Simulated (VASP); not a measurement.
# Ta (Im-3m) in VASP: a series of runs

Ta is run at these levels: PBE; tasks: single point, relaxation of volume and atoms at fixed shape.

Everything below comes from runs of VASP 6.6.1. Logs are shortened: lines on timing, memory, paths and dates and some standing lists are left out, and cuts for length are marked.

**1. The cell of the first run**

It takes space group Im-3m (No. 229, cubic). The conventional cell has a = 3.321 Å, b = 3.321 Å, c = 3.321 Å, α = 90.00°, β = 90.00°, γ = 90.00°. Ta (site symmetry m-3m) has 14 Ta at 2.88 to 3.32 Å within 3.8 Å.

**2. Single point, PBE, collinear spin, zero start**

INCAR reads:

```
SYSTEM = Ta
PREC     = Accurate       ! precision mode
ENCUT    = 520            ! plane-wave cutoff, eV
EDIFF    = 1E-6           ! SCF threshold, eV
ISMEAR   = 0              ! smearing method
SIGMA    = 0.05           ! smearing width, eV
LREAL    = .False.        ! projectors in reciprocal space
LASPH    = .True.         ! aspherical terms in the spheres
NELM     = 150            ! most SCF steps
ALGO     = Normal         ! electronic algorithm
ISIF     = 2              ! what is computed and relaxed
LWAVE    = .False.        ! write WAVECAR
LCHARG   = .False.        ! write CHGCAR
ISPIN    = 2              ! spin polarisation
MAGMOM   = 0 0            ! initial moments
LORBIT   = 11             ! projections on sites
LMAXMIX  = 4              ! l up to which the mixer works
GGA      = PE             ! functional
NBANDS   = 22             ! bands
```

KPOINTS reads:

```
Automatic mesh
0
Gamma
  8 8 8
  0 0 0
```

POSCAR reads:

```
Ta
1.0
    3.3205123292      0.0000000000      0.0000000000
    0.0000000000      3.3205123292      0.0000000000
    0.0000000000      0.0000000000      3.3205123292
Ta
2
Direct
    0.0000000000      0.0000000000      0.0000000000
    0.5000000000      0.5000000000      0.5000000000
```

Potentials or basis: VASP PAW PBE potentials, release 64 (Ta_pv).

On the command line:

```bash
$ cat potpaw_PBE.64/Ta_pv/POTCAR > POTCAR
$ mpirun -np 1 vasp_std > vasp.out
```

OUTCAR:

```text
SYSTEM = Ta
   PREC = Accurate
   ENCUT = 520
   EDIFF = 1E-6
   ISMEAR = 0
   LREAL = .False.
   LASPH = .True.
   NELM = 150
   ISIF = 2
   ISPIN = 2
   LORBIT = 11
   GGA = PE

 ion  position               nearest neighbor table
   1  0.000  0.000  0.000-   2 2.88   2 2.88   2 2.88   2 2.88   2 2.88   2 2.88   2 2.88   2 2.88

   2  0.500  0.500  0.500-   1 2.88   1 2.88   1 2.88   1 2.88   1 2.88   1 2.88   1 2.88   1 2.88

  LATTYP: Found a simple cubic cell.
 ALAT       =     3.3205123292

  Lattice vectors:

 A1 = (   3.3205123292,   0.0000000000,   0.0000000000)
 A2 = (   0.0000000000,   3.3205123292,   0.0000000000)
 A3 = (   0.0000000000,   0.0000000000,   3.3205123292)

Analysis of symmetry for initial positions (statically):
=====================================================================
 Subroutine PRICEL returns following result:

  LATTYP: Found a body centered cubic cell.
 ALAT       =     3.3205123292

  Lattice vectors:

 A1 = (   1.6602561646,   1.6602561646,  -1.6602561646)
 A2 = (  -1.6602561646,   1.6602561646,   1.6602561646)
 A3 = (   1.6602561646,  -1.6602561646,   1.6602561646)

   2 primitive cells build up your supercell.

 Routine SETGRP: Setting up the symmetry group for a
 simple cubic supercell.

 Subroutine GETGRP returns: Found 48 space group operations
 (whereof 48 operations were pure point group operations)
 out of a pool of 48 trial point group operations.

The static configuration has the point symmetry O_h .

Analysis of symmetry for dynamics (positions and initial velocities):
=====================================================================
 Subroutine PRICEL returns following result:

  LATTYP: Found a body centered cubic cell.
 ALAT       =     3.3205123292

  Lattice vectors:

 A1 = (   1.6602561646,   1.6602561646,  -1.6602561646)
 A2 = (  -1.6602561646,   1.6602561646,   1.6602561646)
 A3 = (   1.6602561646,  -1.6602561646,   1.6602561646)

   2 primitive cells build up your supercell.

 Routine SETGRP: Setting up the symmetry group for a
 simple cubic supercell.

 Subroutine GETGRP returns: Found 48 space group operations
 (whereof 48 operations were pure point group operations)
 out of a pool of 48 trial point group operations.

The dynamic configuration has the point symmetry O_h .

Analysis of structural, dynamic, and magnetic symmetry:
=====================================================================
 Subroutine PRICEL returns following result:

  LATTYP: Found a body centered cubic cell.
 ALAT       =     3.3205123292

  Lattice vectors:

 A1 = (   1.6602561646,   1.6602561646,  -1.6602561646)
 A2 = (  -1.6602561646,   1.6602561646,   1.6602561646)
 A3 = (   1.6602561646,  -1.6602561646,   1.6602561646)

   2 primitive cells build up your supercell.

 Routine SETGRP: Setting up the symmetry group for a
 simple cubic supercell.

 Subroutine GETGRP returns: Found 48 space group operations
 (whereof 48 operations were pure point group operations)
 out of a pool of 48 trial point group operations.

The overall configuration has the point symmetry O_h .

 Subroutine INISYM returns: Found 48 space group operations
 (whereof 48 operations are pure point group operations),
 and found     2 'primitive' translations

----------------------------------------------------------------------------------------

                                     Primitive cell

  volume of cell :      18.3057

  direct lattice vectors                    reciprocal lattice vectors
     1.660256165  1.660256165 -1.660256165     0.301158346  0.301158346  0.000000000
    -1.660256165  1.660256165  1.660256165     0.000000000  0.301158346  0.301158346
     1.660256165 -1.660256165  1.660256165     0.301158346  0.000000000  0.301158346

  length of vectors
     2.875648031  2.875648031  2.875648031     0.425902217  0.425902217  0.425902217

  position of ions in fractional coordinates (direct lattice)
     0.000000000  0.000000000  0.000000000

  ion indices of the primitive-cell ions
   primitive index   ion index
                 1           1

----------------------------------------------------------------------------------------

 KPOINTS: Automatic mesh

Automatic generation of k-mesh.
 Grid dimensions read from file:
 generate k-points for:    8    8    8

 Generating k-lattice:

  Cartesian coordinates                     Fractional coordinates (reciprocal lattice)
     0.037644793  0.000000000  0.000000000     0.125000000  0.000000000  0.000000000
     0.000000000  0.037644793  0.000000000     0.000000000  0.125000000  0.000000000
     0.000000000  0.000000000  0.037644793     0.000000000  0.000000000  0.125000000

  Length of vectors
     0.037644793  0.037644793  0.037644793

  Shift w.r.t. Gamma in fractional coordinates (k-lattice)
     0.000000000  0.000000000  0.000000000

 Subroutine IBZKPT returns following result:
 ===========================================

 Found     35 irreducible k-points:

 Following reciprocal coordinates:
            Coordinates               Weight
  0.000000  0.000000  0.000000      1.000000
  0.125000  0.000000  0.000000      6.000000
  0.250000  0.000000  0.000000      6.000000
  0.375000  0.000000  0.000000      6.000000
  0.500000  0.000000  0.000000      3.000000
  0.125000  0.125000  0.000000     12.000000
[... 16 lines left out ...]
  0.375000  0.375000  0.125000     24.000000
  0.500000  0.375000  0.125000     24.000000
 [... further k-points ...]
   k-points           NKPTS =     35   k-points in BZ     NKDIM =     35   number of bands    NBANDS=     22
   number of dos      NEDOS =    301   number of ions     NIONS =      2
   total plane-waves  NPLWV =  21952
   dimension x,y,z NGX =    28 NGY =   28 NGZ =   28
   dimension x,y,z NGXF=    56 NGYF=   56 NGZF=   56
   ions per type =               2
   NGX,Y,Z   is equivalent  to a cutoff of  14.02, 14.02, 14.02 a.u.
   NGXF,Y,Z  is equivalent  to a cutoff of  28.04, 28.04, 28.04 a.u.
 SYSTEM =  Ta
   PREC   = accura    normal or accurate (medium, high low for compatibility)
   ISTART =      0    job   : 0-new  1-cont  2-samecut
   ICHARG =      2    charge: 1-file 2-atom 10-const
   ISPIN  =      2    spin polarized calculation?
   LNONCOLLINEAR =      F non collinear calculations
   LSORBIT =      F    spin-orbit coupling
   LASPH  =      T    aspherical Exc in radial PAW
   ENCUT  =  520.0 eV  38.22 Ry    6.18 a.u.   6.17  6.17  6.17*2*pi/ulx,y,z
   NELM   =    150;   NELMIN=  2; NELMDL= -5     # of ELM steps
   EDIFF  = 0.1E-05   stopping-criterion for ELM
   LREAL  =      F    real-space projection
   EDIFFG = 0.1E-04   stopping-criterion for IOM
   NSW    =      0    number of steps for IOM
   IBRION =     -1    ionic relax: 0-MD 1-quasi-New 2-CG
   NFREE  =      0    steps in history (QN), initial steepest desc. (CG)
   ISIF   =      2    stress and relaxation
   ISYM   =      2    0-nonsym 1-usesym 2-fastsym
   POTIM  = 0.5000    time-step for ionic-motion
   TEBEG  =    0.0;   TEEND  =   0.0 temperature during run
   PSTRESS=    0.0 pullay stress
   NELECT =      22.0000    total number of electrons
   NUPDOWN=      -1.0000    fix difference up-down
   EMIN   =  10.00;   EMAX   =-10.00  energy-range for DOS
   EFERMI =   0.00;   METHOD = LEGACY
   ISMEAR =     0;   SIGMA  =   0.05  broadening in eV -4-tet -1-fermi 0-gaus
   EFERMI_NEDOS =   21; number of points for ismear=-14 and -15
   IALGO  =     38    algorithm
   IMIX   =      4    mixing-type and parameters
     AMIX     =   0.40;   BMIX     =  1.00
     AMIX_MAG =   1.60;   BMIX_MAG =  1.00
  volume/ion in A,a.u.               =      18.31       123.53
  Fermi-wavevector in a.u.,A,eV,Ry     =   1.381478  2.610615 25.966465  1.908481
  Thomas-Fermi vector in A             =   2.506259
   LORBIT       =     11    0 simple, 1 ext, 2 COOP (PROOUT), +10 PAW based schemes
   GGA     = PE    functional components
   LHFCALC =     F    Hartree Fock is set to
   AEXX    =    0.0000 exact exchange contribution
   IVDW    =     0    specifies the selected vdW correction
   LEPSILON=     F    determine dielectric tensor
   LRPA    =     F    only Hartree local field effects (RPA)
 spin polarized calculation
 Gauss-broadening in eV      SIGMA  =   0.05
  energy-cutoff  :      520.00
  volume of cell :       36.61
 maximum number of plane-waves:      1021
 NGX is ok and might be reduce to    28
   NGX = 13   NGY = 13   NGZ = 13

 number of electron      21.9999997 magnetization       0.0006648

 number of electron      21.9999997 magnetization      -0.0000236

 Free energy of the ion-electron system (eV)
  ---------------------------------------------------
  ext. energy  EPLUGINS =         0.00000000
  ---------------------------------------------------
  free energy    TOTEN  =       -23.62599481 eV

  energy without entropy =      -23.62321861  energy(sigma->0) =      -23.62460671

 E-fermi :   5.3375     XC(G=0): -12.5373

 val. band max:        5.3145659037   @ k =   0.3750   0.3750   0.1250
 cond. band min:       5.4050624622   @ k =   0.2500   0.1250   0.0000
 fundamental gap:      0.0904965584
 Fermi energy:         5.3374777903

 spin component 1

 k-point     1 :       0.0000    0.0000    0.0000
  band No.  band energies     occupation
      1     -28.5696      1.00000
      2     -28.5696      1.00000
      3     -28.5696      1.00000
      4     -27.7926      1.00000
      5     -27.7926      1.00000
      6     -27.7926      1.00000
[... 574 lines left out ...]
      6     -27.8577      1.00000
[... 14 lines left out ...]
     21      18.4763      0.00000
     22      18.4763      0.00000

 [... further k-points ...]

 spin component 2

 k-point     1 :       0.0000    0.0000    0.0000
  band No.  band energies     occupation
      1     -28.5695      1.00000
      2     -28.5695      1.00000
      3     -28.5695      1.00000
      4     -27.7926      1.00000
      5     -27.7926      1.00000
      6     -27.7926      1.00000
[... 574 lines left out ...]
      6     -27.8577      1.00000
[... 14 lines left out ...]
     21      18.4763      0.00000
     22      18.4763      0.00000

 [... further k-points ...]

------------------------ aborting loop because EDIFF is reached ----------------------------------------

  FORCE on cell =-STRESS in cart. coord.  units (eV):
  Direction    XX          YY          ZZ          XY          YZ          ZX
  --------------------------------------------------------------------------------------
  -------------------------------------------------------------------------------------
  Total        0.0245929      0.0245929      0.0245929     -0.0000000     -0.0000000     -0.0000000
  in kB        1.0762319      1.0762319      1.0762319     -0.0000000     -0.0000000     -0.0000000
  external PRESSURE =       1.0762319 kB  Pullay stress =       0.0000000 kB

 VOLUME and BASIS-vectors are now :
 -----------------------------------------------------------------------------
  energy-cutoff  :      520.00
  volume of cell :       36.61
      direct lattice vectors                 reciprocal lattice vectors
     3.320512329  0.000000000  0.000000000     0.301158346  0.000000000  0.000000000
     0.000000000  3.320512329  0.000000000     0.000000000  0.301158346  0.000000000
     0.000000000  0.000000000  3.320512329     0.000000000  0.000000000  0.301158346

 POSITION                                       TOTAL-FORCE (eV/Angst)
 -----------------------------------------------------------------------------------
      0.00000      0.00000      0.00000        -0.000000     -0.000000     -0.000000
      1.66026      1.66026      1.66026         0.000000      0.000000      0.000000
 -----------------------------------------------------------------------------------
    total drift:                                0.000000      0.000000      0.000000

  FREE ENERGIE OF THE ION-ELECTRON SYSTEM (eV)
  ---------------------------------------------------
  free  energy   TOTEN  =       -23.6259948123 eV

  energy  without entropy=      -23.6232186116  energy(sigma->0) =      -23.62460671

 total charge

# of ion       s       p       d       tot
------------------------------------------
    1        0.369   6.168   2.363   8.900
    2        0.369   6.168   2.363   8.900
--------------------------------------------------
tot          0.738  12.336   4.726  17.800

 magnetization (x)

# of ion       s       p       d       tot
------------------------------------------
    1        0.000   0.000  -0.000  -0.000
    2        0.000   0.000  -0.000  -0.000
--------------------------------------------------
tot          0.000   0.000  -0.000  -0.000
```

Run time: 29 s. Hardware: 1 thread of AMD EPYC 9R45 (Zen 5), shared host; peak memory 0.16 GiB.

What came out:

| Item | Value |
| --- | --- |
| Free energy | -23.6260 eV |
| Pressure | 0.1 GPa |
| Band gap on the k mesh | zero (filled and empty bands overlap) |
| Net moment | 0.00 μB per cell |
| Valence electrons inside the program's atomic spheres | Ta 8.90 |

Levels at points of the mesh, in eV from the Fermi level:
Spin up:
```
           k point  band 7  band 8  band 9  band 10  band 11  band 12  band 13  band 14  band 15  band 16
(0.00, 0.00, 0.00)   -7.84   -3.69   -3.69     0.75     0.75     0.75     3.96     3.96     6.71     6.71
(0.50, 0.00, 0.00)   -3.69   -3.69   -0.87    -0.87     1.26     1.26     1.26     1.26     3.17     3.17
(0.50, 0.50, 0.00)   -4.29   -4.29   -1.48    -1.48     1.53     1.53     3.83     3.83     4.84     4.84
(0.50, 0.50, 0.50)   -1.20   -1.20   -1.20    -1.20    -1.20    -1.20     5.01     5.01     5.01     5.01
```
Spin down:
```csv
k point,band 8,band 9,band 10,band 11,band 12,band 13,band 14,band 15
"(0.00, 0.00, 0.00)",-3.69,-3.69,0.75,0.75,0.75,3.96,3.96,6.71
"(0.50, 0.00, 0.00)",-3.69,-0.87,-0.87,1.26,1.26,1.26,1.26,3.17
"(0.50, 0.50, 0.00)",-4.29,-1.48,-1.48,1.53,1.53,3.83,3.83,4.84
"(0.50, 0.50, 0.50)",-1.20,-1.20,-1.20,-1.20,-1.20,5.01,5.01,5.01
```

Caveat: spin-orbit coupling is left out, which moves the levels of the heavy elements.

**3. Relaxation of volume and atoms at fixed shape, PBE, collinear spin, zero start**

This run uses another cell than the first one, of 17.97 Å³/atom, 0.982 times its volume.

INCAR reads:

```
PREC = Accurate
ENCUT = 600
EDIFF = 1E-6
ISMEAR = 0
SIGMA = 0.05
LREAL = False
LASPH = True
NELM = 150
ALGO = Normal
ISIF = 8
LWAVE = False
LCHARG = False
ISPIN = 2
MAGMOM = 0 0
LORBIT = 11
LMAXMIX = 4
GGA = PE
IBRION = 2
NSW = 60
EDIFFG = -0.01
```

KPOINTS reads:

```
regular mesh
0
Gamma
  8 8 8
```

POSCAR reads:

```
Ta
1.0
    3.3000000000      0.0000000000      0.0000000000
    0.0000000000      3.3000000000      0.0000000000
    0.0000000000      0.0000000000      3.3000000000
Ta
2
Direct
    0.0000000000      0.0000000000      0.0000000000
    0.5000000000      0.5000000000      0.5000000000
```

Potentials or basis: VASP PAW PBE potentials, release 64 (Ta_pv).

On the command line:

```bash
$ cat potpaw_PBE.64/Ta_pv/POTCAR > POTCAR
$ mpirun -np 1 vasp_std > vasp.out
```

Wall time 49 s (1 thread of AMD EPYC 9R45 (Zen 5), shared host); peak memory 0.16 GiB.

It converged, with:

```yaml
Free_energy: -23.6264 eV
Relaxed_volume: 18.32 Å³/atom
Relaxed_cell: a = 3.321 Å, b = 3.321 Å, c = 3.321 Å, α = 90.00°, β = 90.00°, γ = 90.00°
Space_group_after_relaxing_to_0.05_Å: Im-3m (No. 229)
Energy_gained_by_relaxing: 4.2 meV/atom
Ionic_steps: 3
Pressure_after_relaxing: 0.0 GPa
Band_gap_on_the_k_mesh: zero (filled and empty bands overlap)
Net_moment: 0.00 μB per cell
Valence_electrons_inside_the_program's_atomic_spheres: Ta 8.90
```

The path:
```
step  energy change (eV)  largest force (eV/Å)  pressure (GPa)  volume (Å³)
   1              0.0000                0.0000            3.93        35.94
   2              0.0347                0.0000           -8.08        38.28
   3             -0.0085                0.0000           -0.02        36.64
```

Final structure:
```yaml
crystal:
  lattice:
    - [3.32136, 0.00000, 0.00000]
    - [0.00000, 3.32136, 0.00000]
    - [0.00000, 0.00000, 3.32136]
  atoms:
    - { symbol: Ta, position: [0.00000, 0.00000, 0.00000] }
    - { symbol: Ta, position: [0.50000, 0.50000, 0.50000] }
```

Levels at points of the mesh, in eV from the Fermi level:
Spin up:
| k point | band 9 | band 10 | band 11 | band 12 | band 13 | band 14 |
| --- | --- | --- | --- | --- | --- | --- |
| (0.00, 0.00, 0.00) | -3.69 | 0.75 | 0.75 | 0.75 | 3.96 | 3.96 |
| (0.50, 0.00, 0.00) | -0.87 | -0.87 | 1.26 | 1.26 | 1.26 | 1.26 |
| (0.50, 0.50, 0.00) | -1.48 | -1.48 | 1.53 | 1.53 | 3.83 | 3.83 |
| (0.50, 0.50, 0.50) | -1.20 | -1.20 | -1.20 | -1.20 | 5.00 | 5.00 |
Spin down:
```csv
k point,band 7,band 8,band 9,band 10,band 11,band 12,band 13,band 14,band 15
"(0.00, 0.00, 0.00)",-7.83,-3.69,-3.69,0.75,0.75,0.75,3.96,3.96,6.71
"(0.50, 0.00, 0.00)",-3.69,-3.69,-0.87,-0.87,1.26,1.26,1.26,1.26,3.16
"(0.50, 0.50, 0.00)",-4.28,-4.28,-1.48,-1.48,1.53,1.53,3.83,3.83,4.84
"(0.50, 0.50, 0.50)",-1.20,-1.20,-1.20,-1.20,-1.20,-1.20,5.00,5.00,5.00
```

Caveat: spin-orbit coupling is left out, which moves the levels of the heavy elements.
